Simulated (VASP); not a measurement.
Wanted: the native input for a VASP 6.6.1 run.

* Task: single point
* Functional: r2SCAN
* Potentials or basis: VASP PAW PBE potentials, release 64 (Ga_d)
* Cutoff: 520 eV
* k mesh: 20 × 20 × 20
* Occupations: gaussian, width 0.1 eV
* Spin: no spin polarisation
* Dipole correction: no
* Further INCAR settings: ALGO = Normal; EDIFF = 1e-07; NBANDS = 12

Crystal: Ga.

```xyz
1
Lattice="-1.3760 1.3760 2.2191 1.3760 -1.3760 2.2191 1.3760 1.3760 -2.2191" Properties=species:S:1:pos:R:3 pbc="T T T"
Ga    0.0000    0.0000    0.0000
```

The input as run:

POSCAR

```
Ga
1.0
   -1.3759891281      1.3759891281      2.2191392927
    1.3759891281     -1.3759891281      2.2191392927
    1.3759891281      1.3759891281     -2.2191392927
Ga
1
Direct
    0.0000000000      0.0000000000      0.0000000000
```

INCAR.step1

```
PREC     = Accurate       # precision mode
ENCUT    = 520            # plane-wave cutoff, eV
ISMEAR   = 0              # smearing method
SIGMA    = 0.1            # smearing width, eV
LREAL    = F              # projectors in reciprocal space
LASPH    = T              # aspherical terms in the spheres
NELM     = 100            # most SCF steps
NBANDS   = 12             # bands
GGA      = PE             # functional
ALGO     = Normal         # electronic algorithm
EDIFF    = 1E-4           # SCF threshold, eV
LWAVE    = T              # write WAVECAR
LCHARG   = F              # write CHGCAR
```

INCAR.step2

```
PREC     = Accurate       # precision mode
ENCUT    = 520            # plane-wave cutoff, eV
EDIFF    = 1E-7           # SCF threshold, eV
ISMEAR   = 0              # smearing method
SIGMA    = 0.1            # smearing width, eV
LREAL    = F              # projectors in reciprocal space
LASPH    = T              # aspherical terms in the spheres
NELM     = 100            # most SCF steps
ALGO     = Normal         # electronic algorithm
ISIF     = 2              # what is computed and relaxed
LWAVE    = F              # write WAVECAR
LCHARG   = F              # write CHGCAR
METAGGA  = R2SCAN         # meta-GGA
LMIXTAU  = T            
NBANDS   = 12             # bands
ISTART   = 1
```

KPOINTS

```
regular mesh
0
Gamma
  20 20 20
```

Potentials or basis: VASP PAW PBE potentials, release 64 (Ga_d).

Launch:

```bash
$ cat potpaw_PBE.64/Ga_d/POTCAR > POTCAR
$ cp INCAR.step1 INCAR
$ mpirun -np 1 vasp_std > vasp.out
$ cp INCAR.step2 INCAR
$ mpirun -np 1 vasp_std > vasp.out
```

Results of the run:

The pressure is 4.3 GPa and the band gap on the k mesh is zero (an odd number of electrons rules out a gap without spin polarisation).

Caveat: the cell stands under pressure; the PAW data sets were made with another functional, which shifts forces and pressure a little.

It took 2.6 min on 1 thread of Intel(R) Xeon(R) 6975P-C (Granite Rapids), with other jobs on the host, peak memory 0.24 GiB.
